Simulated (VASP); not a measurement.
# BP (F-43m) in VASP: notebook

Runs on BP. Level: PBEsol. Tasks: relaxation of cell and atoms, single point.

All numbers are computed with VASP 6.6.1; they aren't measurements. Logs are shortened: lines on timing, memory, paths and dates and some standing lists are left out, and cuts for length are marked.

## 1. The cell of the first run

The structure is cubic, space group F-43m (No. 216). Conventional cell: a = 4.520 Å, b = 4.520 Å, c = 4.520 Å, α = 90.00°, β = 90.00°, γ = 90.00°. B (site symmetry -43m) has 4 P at 1.96 Å within 2.6 Å. P (site symmetry -43m) has 4 B at 1.96 Å within 2.6 Å.

## 2. Relaxation of cell and atoms, PBEsol, target pressure 12 GPa, at which the enthalpy is minimised

INCAR

```
SYSTEM = BP
PREC = Accurate
ENCUT = 600
EDIFF = 1E-6
ISMEAR = 0
SIGMA = 0.01
LREAL = .FALSE.
LASPH = .TRUE.
NELM = 80
ALGO = Normal
ISIF = 3
LWAVE = .FALSE.
LCHARG = .FALSE.
GGA = PS
IBRION = 2
NSW = 80
EDIFFG = -0.001
PSTRESS = 120.0
```

KPOINTS

```
regular mesh
0
G
  10 10 10
  0 0 0
```

POSCAR

```
BP
1.0
    0.0000000000      2.2600863884      2.2600863884
    2.2600863884      0.0000000000      2.2600863884
    2.2600863884      2.2600863884      0.0000000000
B P
1 1
Direct
    0.0000000000      0.0000000000      0.0000000000
    0.7500000000      0.7500000000      0.7500000000
```

Potentials or basis: VASP PAW PBE potentials, release 64 (B, P).

Launch:

```bash
cat potpaw_PBE.64/B/POTCAR potpaw_PBE.64/P/POTCAR > POTCAR
mpirun -np 1 vasp_std > vasp.out
```

OUTCAR:

```text
SYSTEM = BP
   PREC = Accurate
   ENCUT = 600
   EDIFF = 1E-6
   ISMEAR = 0
   LREAL = .FALSE.
   LASPH = .TRUE.
   NELM = 80
   ISIF = 3
   GGA = PS
   IBRION = 2
   NSW = 80
   EDIFFG = -0.001
   PSTRESS = 120.0

 ion  position               nearest neighbor table
   1  0.000  0.000  0.000-   2 1.96   2 1.96   2 1.96   2 1.96
   2  0.750  0.750  0.750-   1 1.96   1 1.96   1 1.96   1 1.96

  LATTYP: Found a face centered cubic cell.
 ALAT       =     4.5201727768

  Lattice vectors:

 A1 = (   0.0000000000,   2.2600863884,   2.2600863884)
 A2 = (   2.2600863884,   0.0000000000,   2.2600863884)
 A3 = (   2.2600863884,   2.2600863884,   0.0000000000)

Analysis of symmetry for initial positions (statically):
=====================================================================
 Subroutine PRICEL returns:
 Original cell was already a primitive cell.

 Routine SETGRP: Setting up the symmetry group for a
 face centered cubic supercell.

 Subroutine GETGRP returns: Found 24 space group operations
 (whereof 24 operations were pure point group operations)
 out of a pool of 48 trial point group operations.

The static configuration has the point symmetry T_d .

Analysis of symmetry for dynamics (positions and initial velocities):
=====================================================================
 Subroutine PRICEL returns:
 Original cell was already a primitive cell.

 Routine SETGRP: Setting up the symmetry group for a
 face centered cubic supercell.

 Subroutine GETGRP returns: Found 24 space group operations
 (whereof 24 operations were pure point group operations)
 out of a pool of 48 trial point group operations.

The dynamic configuration has the point symmetry T_d .

 Subroutine INISYM returns: Found 24 space group operations
 (whereof 24 operations are pure point group operations),
 and found     1 'primitive' translations

----------------------------------------------------------------------------------------

                                     Primitive cell

  volume of cell :      23.0890

  direct lattice vectors                    reciprocal lattice vectors
     0.000000000  2.260086388  2.260086388    -0.221230482  0.221230482  0.221230482
     2.260086388  0.000000000  2.260086388     0.221230482 -0.221230482  0.221230482
     2.260086388  2.260086388  0.000000000     0.221230482  0.221230482 -0.221230482

  length of vectors
     3.196244823  3.196244823  3.196244823     0.383182434  0.383182434  0.383182434

  position of ions in fractional coordinates (direct lattice)
     0.000000000  0.000000000  0.000000000
[... 89 lines left out ...]
   NELECT =       8.0000    total number of electrons
   NUPDOWN=      -1.0000    fix difference up-down
   EMIN   =  10.00;   EMAX   =-10.00  energy-range for DOS
   EFERMI =   0.00;   METHOD = LEGACY
   ISMEAR =     0;   SIGMA  =   0.01  broadening in eV -4-tet -1-fermi 0-gaus
   EFERMI_NEDOS =   21; number of points for ismear=-14 and -15
   IALGO  =     38    algorithm
   IMIX   =      4    mixing-type and parameters
     AMIX     =   0.40;   BMIX     =  1.00
     AMIX_MAG =   1.60;   BMIX_MAG =  1.00
  volume/ion in A,a.u.               =      11.54        77.91
  Fermi-wavevector in a.u.,A,eV,Ry     =   1.149837  2.172878 17.988619  1.322126
  Thomas-Fermi vector in A             =   2.286505
   LORBIT       =      0    0 simple, 1 ext, 2 COOP (PROOUT), +10 PAW based schemes
   GGA     = PS    functional components
   LHFCALC =     F    Hartree Fock is set to
   AEXX    =    0.0000 exact exchange contribution
   IVDW    =     0    specifies the selected vdW correction
   LEPSILON=     F    determine dielectric tensor
   LRPA    =     F    only Hartree local field effects (RPA)
 conjugate gradient relaxation of ions
 non-spin polarized calculation
 Gauss-broadening in eV      SIGMA  =   0.01
  energy-cutoff  :      600.00
  volume of cell :       23.09
 maximum number of plane-waves:       785
 NGX is ok and might be reduce to    28
   NGX = 13   NGY = 13   NGZ = 13

--------------------------------------- Ionic step        1  -------------------------------------------

 number of electron       8.0000000 magnetization

 Free energy of the ion-electron system (eV)
  ---------------------------------------------------
  ext. energy  EPLUGINS =         0.00000000
  ---------------------------------------------------
  free energy    TOTEN  =       -13.67525810 eV

  energy without entropy =      -13.67525810  energy(sigma->0) =      -13.67525810

------------------------ aborting loop because EDIFF is reached ----------------------------------------

  FORCE on cell =-STRESS in cart. coord.  units (eV):
  Direction    XX          YY          ZZ          XY          YZ          ZX
  --------------------------------------------------------------------------------------
  -------------------------------------------------------------------------------------
  Total        0.0152066      0.0152066      0.0152066      0.0000000     -0.0000000      0.0000000
  in kB        1.0552045      1.0552045      1.0552045      0.0000000     -0.0000000      0.0000000
  external PRESSURE =    -118.9447955 kB  Pullay stress =     120.0000000 kB
[... 177 lines left out ...]
--------------------------------------- Ionic step        6  -------------------------------------------

 number of electron       8.0000000 magnetization

 Free energy of the ion-electron system (eV)
  ---------------------------------------------------
  ext. energy  EPLUGINS =         0.00000000
  ---------------------------------------------------
  free energy    TOTEN  =       -13.62506301 eV

  energy without entropy =      -13.62506301  energy(sigma->0) =      -13.62506301

 E-fermi :   8.4254     XC(G=0): -11.3605

 val. band max:        8.3035451069   @ k =   0.0000   0.0000   0.0000
 cond. band min:       9.3365993733   @ k =   0.4000   0.4000   0.0000
 fundamental gap:      1.0330542664
 Fermi energy:         8.4254465875

 k-point     1 :       0.0000    0.0000    0.0000
  band No.  band energies     occupation
      1      -7.8707      2.00000
      2       8.3035      2.00000
      3       8.3035      2.00000
      4       8.3035      2.00000
      5      11.7817      0.00000
      6      11.7817      0.00000
      7      11.7817      0.00000
      8      16.7930      0.00000
[... 243 lines left out ...]
 k-point    24 :       0.4000    0.3000    0.0000
  band No.  band energies     occupation
      1      -4.7227      2.00000
      2       1.9786      2.00000
      3       3.9352      2.00000
      4       4.5262      2.00000
      5       9.9598      0.00000
      6      11.7766      0.00000
      7      18.2379      0.00000
      8      18.3128      0.00000

 [... further k-points ...]
[... 5 lines left out ...]
  --------------------------------------------------------------------------------------
  -------------------------------------------------------------------------------------
  Total        1.6242254      1.6242254      1.6242254     -0.0000000      0.0000000     -0.0000000
  in kB      119.9574447    119.9574447    119.9574447     -0.0000000      0.0000000     -0.0000000
  external PRESSURE =      -0.0425553 kB  Pullay stress =     120.0000000 kB
[... 21 lines left out ...]
  energy  without entropy=      -13.6250630144  energy(sigma->0) =      -13.62506301

  enthalpy is  TOTEN    =       -12.0002614072 eV   P V=        1.6248016072

 reached required accuracy - stopping structural energy minimisation
```

OSZICAR:

```text
N       E                     dE             d eps       ncg     rms          rms(c)
DAV:   1     0.912321212701E+01    0.91232E+01   -0.44350E+03   752   0.100E+03
DAV:   2    -0.141343109185E+02   -0.23258E+02   -0.21653E+02  1168   0.114E+02
DAV:   3    -0.144081705451E+02   -0.27386E+00   -0.27386E+00   856   0.158E+01
DAV:   4    -0.144089769949E+02   -0.80645E-03   -0.80645E-03  1224   0.817E-01
[... 38 lines left out ...]
   5 F= -.12000259E+02 E0= -.12000259E+02  d E =-.144382E-05
       N       E                     dE             d eps       ncg     rms          rms(c)
DAV:   1    -0.136250645454E+02    0.69782E-03   -0.55874E-05   832   0.607E-02    0.101E-02
DAV:   2    -0.136250632695E+02    0.12759E-05   -0.24858E-06   896   0.105E-02    0.560E-03
DAV:   3    -0.136250630144E+02    0.25506E-06   -0.82442E-07   392   0.538E-03
   6 F= -.12000261E+02 E0= -.12000261E+02  d E =-.407923E-05
```

It took 25 s on 1 thread of Intel Xeon 6455B, shared host; peak memory 0.16 GiB.

What came out:

```
Free energy                                            : -13.6251 eV
Relaxed volume                                         : 10.85 Å³/atom
Relaxed cell                                           : a = 3.131 Å, b = 3.131 Å, c = 3.131 Å, α = 60.00°, β = 60.00°, γ = 60.00°
Space group after relaxing (to 0.05 Å)                 : F-43m (No. 216)
Energy change on relaxing (the enthalpy is what falls) : +25.1 meV/atom
Ionic steps                                            : 6
Pressure after relaxing                                : 12.0 GPa
Band gap on the k mesh                                 : 1.03 eV, indirect (least direct gap 3.48 eV)
```

Step by step:
```csv
step,energy change (eV),largest force (eV/Å),pressure (GPa),volume (Å³)
1,0.0000,0.0000,0.11,23.09
2,0.2130,0.0000,27.33,20.34
3,0.0491,0.0000,11.85,21.71
4,0.0511,0.0000,12.11,21.68
5,0.0495,0.0000,11.91,21.70
6,0.0502,0.0000,12.00,21.69
```

Final structure:
```
CELL_PARAMETERS angstrom
0.00000 2.21360 2.21360
2.21360 0.00000 2.21360
2.21360 2.21360 0.00000
ATOMIC_POSITIONS crystal
B 0.00000 0.00000 0.00000
P 0.75000 0.75000 0.75000
```

Caveat: the cell is relaxed towards a set pressure, so the enthalpy falls and the energy may rise; the PAW data sets were made with another functional, which shifts forces and pressure a little. A k mesh can miss the band edges.

## 3. Single point, PBEsol

This run uses another cell than the first one, of 11.17 Å³/atom, 0.967 times its volume.

INCAR

```
PREC = Accurate ; ENCUT = 500
EDIFF = 1E-6 ; ISMEAR = 0
SIGMA = 0.01 ; LREAL = F
LASPH = T ; NELM = 120
ALGO = Normal ; ISIF = 2
LWAVE = F ; LCHARG = F
GGA = PS ; NBANDS = 11
GGA_COMPAT = F
```

KPOINTS

```
Automatic mesh
0
Gamma
  10 10 10
```

POSCAR

```
BP
1.0
    0.0000000000      2.2351752615      2.2351752615
    2.2351752615      0.0000000000      2.2351752615
    2.2351752615      2.2351752615      0.0000000000
B P
1 1
Direct
    0.0000000000      0.0000000000      0.0000000000
    0.7500000000      0.7500000000      0.7500000000
```

Potentials or basis: VASP PAW PBE potentials, release 64 (B, P).

Launch:

```bash
cat potpaw_PBE.64/B/POTCAR potpaw_PBE.64/P/POTCAR > POTCAR
mpirun -np 1 vasp_std > vasp.out
```

It took 3.5 s on 1 thread of Intel Xeon 6975P-C (Granite Rapids), shared host; peak memory 0.13 GiB.

Results (log left out):

```
Free energy            : -13.6587 eV
Pressure               : 6.1 GPa
Band gap on the k mesh : 1.07 eV, indirect (least direct gap 3.43 eV)
```

Levels at points of the mesh, in eV from the valence-band top:
| k point | band 2 | band 3 | band 4 | band 5 | band 6 | band 7 |
| --- | --- | --- | --- | --- | --- | --- |
| (0.00, 0.00, 0.00) | 0.00 | 0.00 | 0.00 | 3.43 | 3.43 | 3.43 |
| (0.50, 0.00, 0.00) | -9.43 | -1.82 | -1.82 | 4.01 | 4.68 | 4.68 |
| (0.50, 0.50, 0.00) | -8.83 | -4.31 | -4.31 | 1.14 | 1.48 | 12.52 |

Caveat: the PAW data sets were made with another functional, which shifts forces and pressure a little. A k mesh can miss the band edges.

## 4. Single point, PBEsol

This run uses another cell than the first one, of 11.17 Å³/atom, 0.967 times its volume.

INCAR

```
SYSTEM = BP
  PREC = Accurate
  ENCUT = 500
  EDIFF = 1E-6
  ISMEAR = 0
  SIGMA = 0.01
  LREAL = .FALSE.
  LASPH = .TRUE.
  NELM = 120
  ALGO = Normal
  ISIF = 2
  LWAVE = .FALSE.
  LCHARG = .FALSE.
  GGA = PS
  NBANDS = 11
  GGA_COMPAT = .FALSE.
```

KPOINTS

```
regular mesh
0
G
  10 10 10
  0 0 0
```

POSCAR is that of step 3.

Launch:

```bash
cat potpaw_PBE.64/B/POTCAR potpaw_PBE.64/P/POTCAR > POTCAR
mpirun -np 1 vasp_std > vasp.out
```

It took 3.6 s on 1 thread of Intel Xeon 6975P-C (Granite Rapids), shared host; peak memory 0.13 GiB.

Results (log left out):

| Property | Result |
| --- | --- |
| Free energy | -13.6587 eV |
| Pressure | 6.1 GPa |
| Band gap on the k mesh | 1.07 eV, indirect (least direct gap 3.43 eV) |

Levels at points of the mesh, in eV from the valence-band top:
| k point | band 1 | band 2 | band 3 | band 4 | band 5 | band 6 | band 7 | band 8 | band 9 |
| --- | --- | --- | --- | --- | --- | --- | --- | --- | --- |
| (0.00, 0.00, 0.00) | -15.91 | 0.00 | 0.00 | 0.00 | 3.43 | 3.43 | 3.43 | 8.03 | 11.56 |
| (0.50, 0.00, 0.00) | -12.38 | -9.43 | -1.82 | -1.82 | 4.01 | 4.68 | 4.68 | 10.08 | 14.89 |
| (0.50, 0.50, 0.00) | -10.79 | -8.83 | -4.31 | -4.31 | 1.14 | 1.48 | 12.52 | 12.52 | 15.68 |

Caveat: the PAW data sets were made with another functional, which shifts forces and pressure a little. A k mesh can miss the band edges.
